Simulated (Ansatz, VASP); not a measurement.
Si4F in VASP and in Ansatz

Contents of INCAR:

```
PREC = Accurate
ENCUT = 520
EDIFF = 1E-6
ISMEAR = 0
SIGMA = 0.1
LREAL = F
LASPH = T
NELM = 60
ALGO = Normal
ISIF = 2
LWAVE = F
LCHARG = F
GGA = PE
NBANDS = 20
```

The input KPOINTS:

```
regular mesh
0
Gamma
  6 6 6
```

The input POSCAR:

```
Si4F
1.0
   -2.5889370300      2.5889370300      2.5889370300
    2.5889370300     -2.5889370300      2.5889370300
    2.5889370300      2.5889370300     -2.5889370300
Si F
4 1
Direct
    0.5000000000      0.5000000000      0.5000000000
    0.5000000000      0.0000000000      0.0000000000
    0.0000000000      0.0000000000      0.5000000000
    0.0000000000      0.5000000000      0.0000000000
    0.0000000000      0.0000000000      0.0000000000
```

Input for Ansatz:

```yaml
crystal:
  lattice:
    - [-2.58893703, 2.58893703, 2.58893703]
    - [2.58893703, -2.58893703, 2.58893703]
    - [2.58893703, 2.58893703, -2.58893703]
  atoms:
    - { symbol: Si, position: [0.5, 0.5, 0.5] }
    - { symbol: Si, position: [0.5, 0.0, 0.0] }
    - { symbol: Si, position: [0.0, 0.0, 0.5] }
    - { symbol: Si, position: [0.0, 0.5, 0.0] }
    - { symbol: F, position: [0.0, 0.0, 0.0] }
basis:
  ecutwfc: 420
kpoints:
  mp_grid: { grid: [6, 6, 6] }
hamiltonian:
  xc: pbe
scf:
  occupations: { method: gaussian, width: 0.1 }
  lower_state_search: "off"
output:
  forces: true
  stress: true
  eigenvalues: true
```

Change from the starting cell: species swapped into the Hg4Pt type (Im-3m, No. 229).

Alike in both runs: task single point; functional PBE; k mesh 6 × 6 × 6; occupations gaussian, width 0.1 eV; no spin polarisation.

|  | VASP | Ansatz |
| --- | --- | --- |
| version | VASP 6.6.1 | Ansatz 0.2.0 |
| potentials or method | VASP PAW PBE potentials, release 64 (Si, F), cutoff 520 eV | scalar-relativistic, plane waves, PAW |
| valence electrons in the cell | 23 | 23 |

|  | VASP | Ansatz | Ansatz less VASP |
| --- | --- | --- | --- |
| gap on the k mesh at the Fermi level (eV) | none | none | - |
| pressure (GPa) | 19.6 | 19.7 | +0.07 |

A gap of «none» marks a metal or a gap that the smearing closes. With one functional, cell and mesh, what is left measures potentials, basis and numerics.
